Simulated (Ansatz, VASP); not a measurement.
## Two plane-wave programs on AlNi

```
CELL_PARAMETERS angstrom
1.93869 -1.95319 0.00000
1.93869 1.95319 0.00000
0.00000 0.00000 3.09943
ATOMIC_POSITIONS crystal
Al 0.00000 0.00000 0.00000
Ni 0.50000 0.50000 0.50000
```

Alike in both runs: task relaxation of cell and atoms; functional LDA; k mesh 16 × 16 × 14; occupations gaussian, width 0.1 eV; no spin polarisation.

|  | VASP | Ansatz |
| --- | --- | --- |
| version | VASP 6.6.1 | Ansatz 0.2.0 |
| potentials or method | VASP PAW LDA potentials, release 64 (Al, Ni), cutoff 600 eV | scalar-relativistic, plane waves, PAW |
| valence electrons in the cell | 13 | 21 |

```csv
,VASP,Ansatz,Ansatz less VASP
"gap on the k mesh at the Fermi level, each at its own relaxed structure (eV)",none,none,-
relaxed volume (Å³/atom),11.38,11.36,-0.018
relaxed length of the cell vector where the two differ most in proportion (Å),2.842,2.840,-0.0025
```

LDA's correlation is that of Perdew and Zunger in VASP and of Perdew and Wang (1992) in Ansatz. A gap of «none» marks a metal or a gap that the smearing closes. VASP's potentials hold 13 valence electrons a cell and Ansatz's 21, so a difference there can come from the potentials and not from the codes.
